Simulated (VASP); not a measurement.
Wanted: the native input for a VASP 6.6.1 run.

```yaml
Task: single point
Functional: PBE
Dispersion: D3(BJ)
Potentials_or_basis: VASP PAW PBE potentials, release 64 (C, H)
Cutoff: 520 eV
k_mesh: 6 × 6 × 1
Occupations: gaussian, width 0.1 eV
Spin: no spin polarisation
Dipole_correction: yes
Further_INCAR_settings: ALGO = Normal; EDIFF = 1e-06; NBANDS = 28
```

The structure of HC4 lies in POSCAR:

```
HC4
1.0
    4.9313048819      0.0000000000      0.0000000000
   -2.4656524409      4.2706353015      0.0000000000
    0.0000000000      0.0000000000     18.0000331942
C H
8 2
Direct
    0.3333333333      0.1666666667      0.2222236565
    0.3333333333      0.6666666667      0.2222236565
    0.8333333333      0.1666666667      0.2222236565
    0.8333333333      0.6666666667      0.2222236565
    0.1666666667      0.3333333333      0.2222218124
    0.1666666667      0.8333333333      0.2222218124
    0.6666666667      0.3333333333      0.2222218124
    0.6666666667      0.8333333333      0.2222218124
    0.1817507365      0.1666666667      0.2650013554
    0.4849159302      0.1666666667      0.2650013554
```

These files were run (other wordings do the same):

INCAR

```
PREC     = Accurate       # precision mode
ENCUT    = 520            # plane-wave cutoff, eV
EDIFF    = 1E-6           # SCF threshold, eV
ISMEAR   = 0              # smearing method
SIGMA    = 0.1            # smearing width, eV
LREAL    = F              # projectors in reciprocal space
LASPH    = T              # aspherical terms in the spheres
NELM     = 80             # most SCF steps
ALGO     = Normal         # electronic algorithm
ISIF     = 2              # what is computed and relaxed
LWAVE    = F              # write WAVECAR
LCHARG   = F              # write CHGCAR
LDIPOL   = T            
IDIPOL   = 3            
DIPOL    = 0.5 0.5 0.231
GGA      = PE             # functional
IVDW     = 12             # dispersion correction
NBANDS   = 28             # bands
```

KPOINTS

```
regular mesh
0
Gamma
  6 6 1
```

Potentials or basis: VASP PAW PBE potentials, release 64 (C, H).

Run with:

```sh
$ cat potpaw_PBE.64/C/POTCAR potpaw_PBE.64/H/POTCAR > POTCAR
$ mpirun -np 1 vasp_std > vasp.out
```

It gave:

| Property | Result |
| --- | --- |
| Largest force | 6.891 eV/Å |
| Band gap on the k mesh | zero (bands 17 and 18 overlap by 0.81 eV) |
| Dispersion energy per atom | -0.078 eV |

Wall time 3.5 min on 1 thread of Intel(R) Xeon(R) Platinum 8488C (Sapphire Rapids) (shared host), peak memory 0.53 GiB.
